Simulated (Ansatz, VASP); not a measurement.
Two plane-wave programs on CsH2

```
Cs H
1.0
    -2.64614    2.64614    4.59320
     2.64614   -2.64614    4.59320
     2.64614    2.64614   -4.59320
Cs H
1 2
Direct
  0.00000 0.00000 0.00000
  0.54156 0.54156 0.00000
  0.45844 0.45844 0.00000
```

Change from the starting cell: species swapped into the Mg2Rh type (I4/mmm, No. 139).

Alike in both runs: functional PBE; k mesh 18 × 18 × 18; occupations gaussian, width 0.1 eV; no spin polarisation.

Ansatz relaxed the structure, and its values are those at the end. VASP's run is a single point on that final structure, the one shown.

|  | VASP | Ansatz |
| --- | --- | --- |
| version | VASP 6.6.1 | Ansatz 0.2.0 |
| potentials or method | VASP PAW PBE potentials, release 64 (Cs_sv, H), cutoff 520 eV | scalar-relativistic, plane waves, PAW |
| valence electrons in the cell | 11 | 11 |

|  | VASP | Ansatz | Ansatz less VASP |
| --- | --- | --- | --- |
| gap on the k mesh at the Fermi level (eV) | none | none | - |
| pressure (GPa) | 0.0 | 0.0 | +0.04 |

A gap of «none» marks a metal or a gap that the smearing closes.

Spin-orbit coupling is off throughout.
